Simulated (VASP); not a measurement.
Write the native input for VASP 6.6.1 that does the following.

```yaml
Task: single point
Functional: PBE
Dispersion: D3(BJ)
Potentials_or_basis: VASP PAW PBE potentials, release 64 (Se)
Cutoff: 520 eV
k_mesh: 12 × 12 × 8
Occupations: gaussian, width 0.05 eV
Spin: no spin polarisation
Dipole_correction: no
Further_INCAR_settings: ALGO = Normal; EDIFF = 1e-06; NBANDS = 16
```

The structure of Se lies in POSCAR:

```
Se
1.0
    3.9078654043      0.0000000000      0.0000000000
   -1.9539327022      3.3843107147      0.0000000000
    0.0000000000      0.0000000000      5.5569846050
Se
3
Direct
    0.2473450684      0.0000000000      0.3333333333
    0.0000000000      0.2473450684      0.6666666667
    0.7526549316      0.7526549316      0.0000000000
```

This cell differs from its parent crystal: volume 24.498 Å^3 an atom, c/a of the conventional cell 1.4220.

These files were run (other wordings do the same):

INCAR

```
  ALGO = Normal
  EDIFF = 1E-6
  ENCUT = 520
  GGA = PE
  ISIF = 2
  ISMEAR = 0
  IVDW = 12
  LASPH = True
  LCHARG = False
  LREAL = False
  LWAVE = False
  NBANDS = 16
  NELM = 100
  PREC = Accurate
  SIGMA = 0.05
```

KPOINTS

```
k-points
0
Gamma
  12 12 8
```

Potentials or basis: VASP PAW PBE potentials, release 64 (Se).

Run with:

```bash
$ cat potpaw_PBE.64/Se/POTCAR > POTCAR
$ mpirun -np 1 vasp_std > vasp.out
```

It gave:

```yaml
Pressure: -2.6 GPa
Largest_force: 0.082 eV/Å
Band_gap_on_the_k_mesh: zero (filled and empty bands touch)
Dispersion_energy_per_atom: -0.357 eV
```

Caveat: pairwise dispersion overbinds metals, which lowers pressure and volume.

Run time: 51 s on 1 thread of Intel(R) Xeon(R) 6975P-C (Granite Rapids) (shared host), peak memory 0.27 GiB.
